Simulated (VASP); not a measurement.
# K2SiB2 (P-3m1) in VASP: a series of runs

K2SiB2 is run at these levels: PBE; tasks: single point, relaxation of cell and atoms.

Everything below comes from runs of VASP 6.6.1. Logs are shortened: lines on timing, memory, paths and dates and some standing lists are left out, and cuts for length are marked.

## (1) The cell of the first run

The structure is trigonal, space group P-3m1 (No. 164). The conventional cell has a = 5.005 Å, b = 5.005 Å, c = 4.871 Å, α = 90.00°, β = 90.00°, γ = 120.00°. Within 4.0 Å of K (site symmetry 3m) lie 6 B at 2.93 to 3.34 Å and 3 Si at 3.19 Å and 6 K at 3.62 to 3.95 Å. Within 2.5 Å of Si (site symmetry -3m) lie 2 B at 1.85 Å. B (site symmetry 3m) has 1 B at 1.17 Å within 1.6 Å.

The cell was generated, and may not be a known phase.

## (2) Single point, PBE

Input file INCAR:

```
SYSTEM = K2SiB2
PREC = Accurate
ENCUT = 520
EDIFF = 1E-6
ISMEAR = 0
SIGMA = 0.1
LREAL = .FALSE.
LASPH = .TRUE.
NELM = 80
ALGO = Normal
ISIF = 2
LWAVE = .FALSE.
LCHARG = .FALSE.
GGA = PE
NBANDS = 22
```

Input file KPOINTS:

```
regular mesh
0
G
  6 6 4
  0 0 0
```

Input file POSCAR:

```
K2SiB2
1.0
    5.0053854600      0.0000000000      0.0000000000
   -2.5026927300      4.3347909700      0.0000000000
    0.0000000000      0.0000000000      4.8708532700
K Si B
2 1 2
Direct
    0.3333333300      0.6666666700      0.2757999900
    0.6666666700      0.3333333300      0.7242000100
    0.0000000000      0.0000000000      0.0000000000
    0.0000000000      0.0000000000      0.3794000100
    0.0000000000      0.0000000000      0.6205999900
```

Potentials or basis: VASP PAW PBE potentials, release 64 (K_sv, Si, B).

The run is started by

```bash
> cat potpaw_PBE.64/K_sv/POTCAR potpaw_PBE.64/Si/POTCAR potpaw_PBE.64/B/POTCAR > POTCAR
> mpirun -np 1 vasp_std > vasp.out
```

OUTCAR:

```text
SYSTEM = K2SiB2
   PREC = Accurate
   ENCUT = 520
   EDIFF = 1E-6
   ISMEAR = 0
   LREAL = .FALSE.
   LASPH = .TRUE.
   NELM = 80
   ISIF = 2
   GGA = PE

 ion  position               nearest neighbor table
   1  0.333  0.667  0.276-   4 2.93   4 2.93   4 2.93   3 3.19   3 3.19   3 3.19   2 3.62   2 3.62
                             2 3.62
   2  0.667  0.333  0.724-   5 2.93   5 2.93   5 2.93   3 3.19   3 3.19   3 3.19   1 3.62   1 3.62
                             1 3.62
   3  0.000  0.000  0.000-   4 1.85   5 1.85   1 3.19   2 3.19   2 3.19   1 3.19   2 3.19   1 3.19

   4  0.000  0.000  0.379-   5 1.17   3 1.85   1 2.93   1 2.93   1 2.93
   5  0.000  0.000  0.621-   4 1.17   3 1.85   2 2.93   2 2.93   2 2.93

  LATTYP: Found a hexagonal cell.
 ALAT       =     5.0053854600
 C/A-ratio  =     0.9731225115

  Lattice vectors:

 A1 = (   5.0053854600,   0.0000000000,   0.0000000000)
 A2 = (  -2.5026927300,   4.3347909700,   0.0000000000)
 A3 = (   0.0000000000,   0.0000000000,   4.8708532700)

Analysis of symmetry for initial positions (statically):
=====================================================================
 Subroutine PRICEL returns:
 Original cell was already a primitive cell.

 Routine SETGRP: Setting up the symmetry group for a
 hexagonal supercell.

 Subroutine GETGRP returns: Found 12 space group operations
 (whereof 12 operations were pure point group operations)
 out of a pool of 24 trial point group operations.

The static configuration has the point symmetry D_3d.

Analysis of symmetry for dynamics (positions and initial velocities):
=====================================================================
 Subroutine PRICEL returns:
 Original cell was already a primitive cell.

 Routine SETGRP: Setting up the symmetry group for a
 hexagonal supercell.

 Subroutine GETGRP returns: Found 12 space group operations
 (whereof 12 operations were pure point group operations)
 out of a pool of 24 trial point group operations.

The dynamic configuration has the point symmetry D_3d.

 Subroutine INISYM returns: Found 12 space group operations
 (whereof 12 operations are pure point group operations),
 and found     1 'primitive' translations

----------------------------------------------------------------------------------------

                                     Primitive cell

  volume of cell :     105.6844

  direct lattice vectors                    reciprocal lattice vectors
     5.005385460  0.000000000  0.000000000     0.199784813  0.115345816  0.000000000
    -2.502692730  4.334790970  0.000000000     0.000000000  0.230691631  0.000000000
     0.000000000  0.000000000  4.870853270     0.000000000  0.000000000  0.205302838

  length of vectors
     5.005385460  5.005385465  4.870853270     0.230691631  0.230691631  0.205302838

  position of ions in fractional coordinates (direct lattice)
     0.333333330  0.666666670  0.275799990
     0.666666670  0.333333330  0.724200010
     0.000000000  0.000000000  0.000000000
     0.000000000  0.000000000  0.379400010
     0.000000000  0.000000000  0.620599990

  ion indices of the primitive-cell ions
   primitive index   ion index
                 1           1
                 2           2
                 3           3
                 4           4
                 5           5

----------------------------------------------------------------------------------------

 KPOINTS: regular mesh

Automatic generation of k-mesh.
 Grid dimensions read from file:
 generate k-points for:    6    6    4

 Generating k-lattice:

  Cartesian coordinates                     Fractional coordinates (reciprocal lattice)
     0.033297469  0.019224303  0.000000000     0.166666667  0.000000000  0.000000000
     0.000000000  0.038448605  0.000000000     0.000000000  0.166666667  0.000000000
     0.000000000  0.000000000  0.051325710     0.000000000  0.000000000  0.250000000

  Length of vectors
     0.038448605  0.038448605  0.051325710

  Shift w.r.t. Gamma in fractional coordinates (k-lattice)
     0.000000000  0.000000000  0.000000000

 Subroutine IBZKPT returns following result:
 ===========================================

 Found     24 irreducible k-points:

 Following reciprocal coordinates:
            Coordinates               Weight
  0.000000  0.000000  0.000000      1.000000
  0.166667  0.000000  0.000000      6.000000
  0.333333  0.000000  0.000000      6.000000
  0.500000  0.000000  0.000000      3.000000
  0.166667  0.166667  0.000000      6.000000
  0.333333  0.166667  0.000000     12.000000
[... 16 lines left out ...]
  0.333333  0.166667  0.500000     12.000000
  0.333333  0.333333  0.500000      2.000000
   k-points           NKPTS =     24   k-points in BZ     NKDIM =     24   number of bands    NBANDS=     22
   number of dos      NEDOS =    301   number of ions     NIONS =      5
   total plane-waves  NPLWV =  57600
   dimension x,y,z NGX =    40 NGY =   40 NGZ =   36
   dimension x,y,z NGXF=    80 NGYF=   80 NGZF=   72
   ions per type =               2   1   2
   NGX,Y,Z   is equivalent  to a cutoff of  13.29, 13.29, 12.29 a.u.
   NGXF,Y,Z  is equivalent  to a cutoff of  26.57, 26.57, 24.57 a.u.
 SYSTEM =  K2SiB2
   PREC   = accura    normal or accurate (medium, high low for compatibility)
   ISTART =      0    job   : 0-new  1-cont  2-samecut
   ICHARG =      2    charge: 1-file 2-atom 10-const
   ISPIN  =      1    spin polarized calculation?
   LNONCOLLINEAR =      F non collinear calculations
   LSORBIT =      F    spin-orbit coupling
   LASPH  =      T    aspherical Exc in radial PAW
   ENCUT  =  520.0 eV  38.22 Ry    6.18 a.u.   9.31  9.31  9.06*2*pi/ulx,y,z
   NELM   =     80;   NELMIN=  2; NELMDL= -5     # of ELM steps
   EDIFF  = 0.1E-05   stopping-criterion for ELM
   LREAL  =      F    real-space projection
   EDIFFG = 0.1E-04   stopping-criterion for IOM
   NSW    =      0    number of steps for IOM
   IBRION =     -1    ionic relax: 0-MD 1-quasi-New 2-CG
   NFREE  =      0    steps in history (QN), initial steepest desc. (CG)
   ISIF   =      2    stress and relaxation
   ISYM   =      2    0-nonsym 1-usesym 2-fastsym
   POTIM  = 0.5000    time-step for ionic-motion
   TEBEG  =    0.0;   TEEND  =   0.0 temperature during run
   PSTRESS=    0.0 pullay stress
   NELECT =      28.0000    total number of electrons
   NUPDOWN=      -1.0000    fix difference up-down
   EMIN   =  10.00;   EMAX   =-10.00  energy-range for DOS
   EFERMI =   0.00;   METHOD = LEGACY
   ISMEAR =     0;   SIGMA  =   0.10  broadening in eV -4-tet -1-fermi 0-gaus
   EFERMI_NEDOS =   21; number of points for ismear=-14 and -15
   IALGO  =     38    algorithm
   IMIX   =      4    mixing-type and parameters
     AMIX     =   0.40;   BMIX     =  1.00
     AMIX_MAG =   1.60;   BMIX_MAG =  1.00
  volume/ion in A,a.u.               =      21.14       142.64
  Fermi-wavevector in a.u.,A,eV,Ry     =   1.051455  1.986961 15.042018  1.105557
  Thomas-Fermi vector in A             =   2.186499
   LORBIT       =      0    0 simple, 1 ext, 2 COOP (PROOUT), +10 PAW based schemes
   GGA     = PE    functional components
   LHFCALC =     F    Hartree Fock is set to
   AEXX    =    0.0000 exact exchange contribution
   IVDW    =     0    specifies the selected vdW correction
   LEPSILON=     F    determine dielectric tensor
   LRPA    =     F    only Hartree local field effects (RPA)
 non-spin polarized calculation
 Gauss-broadening in eV      SIGMA  =   0.10
  energy-cutoff  :      520.00
  volume of cell :      105.68
 maximum number of plane-waves:      2863
 NGX is ok and might be reduce to    40
   NGX = 19   NGY = 19   NGZ = 19

 number of electron      28.0000000 magnetization

 Free energy of the ion-electron system (eV)
  ---------------------------------------------------
  ext. energy  EPLUGINS =         0.00000000
  ---------------------------------------------------
  free energy    TOTEN  =       -15.40933269 eV

  energy without entropy =      -15.39644468  energy(sigma->0) =      -15.40288868

 E-fermi :   2.4030     XC(G=0):  -8.4375

 val. band max:        2.3977927805   @ k =   0.1667   0.0000   0.2500
 cond. band min:       2.4488896991   @ k =  -0.1667   0.5000   0.2500
 fundamental gap:      0.0510969186
 Fermi energy:         2.4029943662

 k-point     1 :       0.0000    0.0000    0.0000
  band No.  band energies     occupation
      1     -28.2491      2.00000
      2     -28.1735      2.00000
      3     -11.9757      2.00000
      4     -11.8441      2.00000
      5     -11.8441      2.00000
      6     -11.6693      2.00000
[... 14 lines left out ...]
     21       7.1749      0.00000
     22       7.1749      0.00000

 k-point     2 :       0.1667    0.0000    0.0000
  band No.  band energies     occupation
      1     -28.2441      2.00000
      2     -28.1775      2.00000
      3     -11.9560      2.00000
      4     -11.8697      2.00000
      5     -11.8670      2.00000
      6     -11.7013      2.00000
[... 14 lines left out ...]
     21       7.4857      0.00000
     22       7.5307      0.00000

 k-point     3 :       0.3333    0.0000    0.0000
  band No.  band energies     occupation
      1     -28.2317      2.00000
      2     -28.1882      2.00000
      3     -11.9495      2.00000
      4     -11.9058      2.00000
      5     -11.9048      2.00000
      6     -11.7360      2.00000
[... 14 lines left out ...]
     21       7.9803      0.00000
     22       8.7217      0.00000

 k-point     4 :       0.5000    0.0000    0.0000
  band No.  band energies     occupation
      1     -28.2220      2.00000
      2     -28.1970      2.00000
      3     -11.9934      2.00000
      4     -11.9213      2.00000
      5     -11.8748      2.00000
      6     -11.7514      2.00000
[... 14 lines left out ...]
     21       8.3535      0.00000
     22       8.5935      0.00000

 k-point     5 :       0.1667    0.1667    0.0000
  band No.  band energies     occupation
      1     -28.2353      2.00000
      2     -28.1850      2.00000
      3     -11.9482      2.00000
      4     -11.9195      2.00000
      5     -11.8727      2.00000
      6     -11.7235      2.00000
[... 14 lines left out ...]
     21       8.0100      0.00000
     22       8.5175      0.00000

 k-point     6 :       0.3333    0.1667    0.0000
  band No.  band energies     occupation
      1     -28.2221      2.00000
      2     -28.1970      2.00000
      3     -12.0258      2.00000
      4     -11.8786      2.00000
      5     -11.8728      2.00000
      6     -11.7469      2.00000
[... 14 lines left out ...]
     21       8.3596      0.00000
     22       9.0546      0.00000

 k-point     7 :       0.3333    0.3333    0.0000
  band No.  band energies     occupation
      1     -28.2093      2.00000
      2     -28.2093      2.00000
      3     -12.0667      2.00000
      4     -11.8508      2.00000
      5     -11.8508      2.00000
      6     -11.7519      2.00000
[... 324 lines left out ...]
      6     -11.7161      2.00000
[... 14 lines left out ...]
     21       8.0107      0.00000
     22       8.3184      0.00000

 k-point    21 :       0.5000    0.0000    0.5000
  band No.  band energies     occupation
      1     -28.2139      2.00000
      2     -28.2033      2.00000
      3     -12.0308      2.00000
      4     -12.0134      2.00000
      5     -11.8231      2.00000
      6     -11.7165      2.00000
[... 14 lines left out ...]
     21       8.2923      0.00000
     22       8.5933      0.00000

 k-point    22 :       0.1667    0.1667    0.5000
  band No.  band energies     occupation
      1     -28.2198      2.00000
      2     -28.1988      2.00000
      3     -11.9823      2.00000
      4     -11.9641      2.00000
      5     -11.8248      2.00000
      6     -11.7304      2.00000
[... 14 lines left out ...]
     21       8.0170      0.00000
     22       8.2708      0.00000

 k-point    23 :       0.3333    0.1667    0.5000
  band No.  band energies     occupation
      1     -28.2139      2.00000
      2     -28.2034      2.00000
      3     -12.0138      2.00000
      4     -12.0000      2.00000
      5     -11.8580      2.00000
      6     -11.7520      2.00000
[... 14 lines left out ...]
     21       8.4445      0.00000
     22       8.5573      0.00000

 k-point    24 :       0.3333    0.3333    0.5000
  band No.  band energies     occupation
      1     -28.2084      2.00000
      2     -28.2084      2.00000
      3     -11.9987      2.00000
      4     -11.9987      2.00000
      5     -11.9002      2.00000
      6     -11.7860      2.00000
[... 14 lines left out ...]
     21       8.2880      0.00000
     22       8.8146      0.00000

------------------------ aborting loop because EDIFF is reached ----------------------------------------

  FORCE on cell =-STRESS in cart. coord.  units (eV):
  Direction    XX          YY          ZZ          XY          YZ          ZX
  --------------------------------------------------------------------------------------
  -------------------------------------------------------------------------------------
  Total        4.7344514      4.7344514     32.8898244      0.0000000      0.0000000      0.0000000
  in kB       71.7743904     71.7743906    498.6104798      0.0000000      0.0000000      0.0000000
  external PRESSURE =     214.0530869 kB  Pullay stress =       0.0000000 kB

 VOLUME and BASIS-vectors are now :
 -----------------------------------------------------------------------------
  energy-cutoff  :      520.00
  volume of cell :      105.68
      direct lattice vectors                 reciprocal lattice vectors
     5.005385460  0.000000000  0.000000000     0.199784813  0.115345816  0.000000000
    -2.502692730  4.334790970  0.000000000     0.000000000  0.230691631  0.000000000
     0.000000000  0.000000000  4.870853270     0.000000000  0.000000000  0.205302838

 POSITION                                       TOTAL-FORCE (eV/Angst)
 -----------------------------------------------------------------------------------
     -0.00000      2.88986      1.34338        -0.000000      0.000000      0.422836
      2.50269      1.44493      3.52747        -0.000000      0.000000     -0.422836
      0.00000      0.00000      0.00000         0.000000      0.000000      0.000000
      0.00000      0.00000      1.84800         0.000000      0.000000    -24.163964
      0.00000      0.00000      3.02285         0.000000      0.000000     24.163964
 -----------------------------------------------------------------------------------
    total drift:                               -0.000000      0.000000      0.000000

  FREE ENERGIE OF THE ION-ELECTRON SYSTEM (eV)
  ---------------------------------------------------
  free  energy   TOTEN  =       -15.4093326899 eV

  energy  without entropy=      -15.3964446762  energy(sigma->0) =      -15.40288868
```

Wall time 61 s (1 thread of Intel Xeon Platinum 8488C (Sapphire Rapids), shared host); peak memory 0.25 GiB.

Results:

* Free energy: -15.4093 eV
* Pressure: 21.4 GPa
* Largest force: 24.164 eV/Å
* Band gap on the k mesh: zero (bands 14 and 15 overlap by 2.76 eV)

Forces in eV/Å, atoms in the order of the input:
```
K     0.000   0.000   0.423
K     0.000   0.000  -0.423
Si    0.000   0.000   0.000
B     0.000   0.000 -24.164
B     0.000   0.000  24.164
```

Caveat: atoms lie so close that the PAW spheres overlap strongly, which falsifies energies and pressures; the stress differs along the axes, from 7 to 50 GPa; forces of over 1 eV/Å act on the atoms, so gaps and moduli don't describe the material at rest.

[end of part 1 of 3]

The gap in the log of VASP goes by the Fermi energy; the results here count the filled bands.